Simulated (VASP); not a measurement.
Wanted: the native input for a VASP 6.6.1 run.

```
Task                   : single point
Functional             : PBE
Potentials or basis    : VASP PAW PBE potentials, release 64 (Si)
Cutoff                 : 500 eV
k mesh                 : 1 × 1 × 1, shifted
Occupations            : gaussian, width 0.01 eV
Spin                   : no spin polarisation
Dipole correction      : no
Further INCAR settings : ALGO = Normal; EDIFF = 1e-06; NBANDS = 26
```

The structure of Si lies in POSCAR:

```
Si
1.0
    5.4310000000      0.0000000000      0.0000000000
    0.0000000000      5.4310000000      0.0000000000
    0.0000000000      0.0000000000      5.4310000000
Si
8
Direct
    0.0042100000      0.0049500000      0.0032500000
   -0.0037800000      0.4950000000      0.4962500000
    0.5032800000      0.0049500000      0.5041800000
    0.4972800000      0.4951900000     -0.0045300000
    0.2521000000      0.2545600000      0.2547800000
    0.2485600000      0.7457700000      0.7450600000
    0.7507500000      0.2538100000      0.7550000000
    0.7499600000      0.7466800000      0.2450400000
```

These files were run (other wordings do the same):

INCAR

```
SYSTEM = Si
  ALGO = Normal
  EDIFF = 1E-6
  ENCUT = 500
  GGA = PE
  GGA_COMPAT = .FALSE.
  ISIF = 2
  ISMEAR = 0
  LASPH = .TRUE.
  LCHARG = .FALSE.
  LREAL = .FALSE.
  LWAVE = .FALSE.
  NBANDS = 26
  NELM = 120
  PREC = Accurate
  SIGMA = 0.01
```

KPOINTS

```
Automatic mesh
0
Gamma
  1 1 1
  0.5 0.5 0.5
```

Potentials or basis: VASP PAW PBE potentials, release 64 (Si).

Launch:

```sh
$ cat potpaw_PBE.64/Si/POTCAR > POTCAR
$ mpirun -np 1 vasp_std > vasp.out
```

It gave:

```json
{
  "Pressure": "8.7 GPa",
  "Largest force": "0.613 eV/Å",
  "Band gap on the k mesh": "2.50 eV"
}
```

Caveat: the k points lie up to 1.16 Å⁻¹ apart.

It took 14 s on 1 thread of AMD EPYC 7R13, with other jobs on the host, peak memory 0.18 GiB.
